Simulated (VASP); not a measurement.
LiF, 4 atoms in the cell. The structure is hexagonal, space group P6_3mc (No. 186). The conventional cell has a = 3.081 Å, b = 3.081 Å, c = 4.785 Å, α = 90.00°, β = 90.00°, γ = 120.00°. Li (site symmetry 3m) has 4 F at 1.86 to 1.87 Å within 2.5 Å. Within 2.5 Å of F (site symmetry 3m) lie 4 Li at 1.86 to 1.87 Å. 

* Program: VASP 6.6.1
* Task: single point
* Functional: PBE
* Potentials or basis: VASP PAW PBE potentials, release 64 (Li_sv, F)
* Cutoff: 520 eV
* k mesh: 6 × 6 × 4
* Occupations: gaussian, width 0.01 eV
* Spin: no spin polarisation
* Dipole correction: no
* Further INCAR settings: ALGO = Normal; EDIFF = 1e-06; NBANDS = 18

Potentials or basis: VASP PAW PBE potentials, release 64 (Li_sv, F).

Run with:

```console
$ cat potpaw_PBE.64/Li_sv/POTCAR potpaw_PBE.64/F/POTCAR > POTCAR
$ mpirun -np 1 vasp_std > vasp.out
```

Hardware: 1 thread of Intel(R) Xeon(R) Platinum 8488C (Sapphire Rapids), with other jobs on the host.

Estimate the wall time of this run.

Run time: 6.9 s on 1 thread of Intel(R) Xeon(R) Platinum 8488C (Sapphire Rapids), with other jobs on the host, peak memory 0.15 GiB. Counts: scf iterations 13, k points 21.
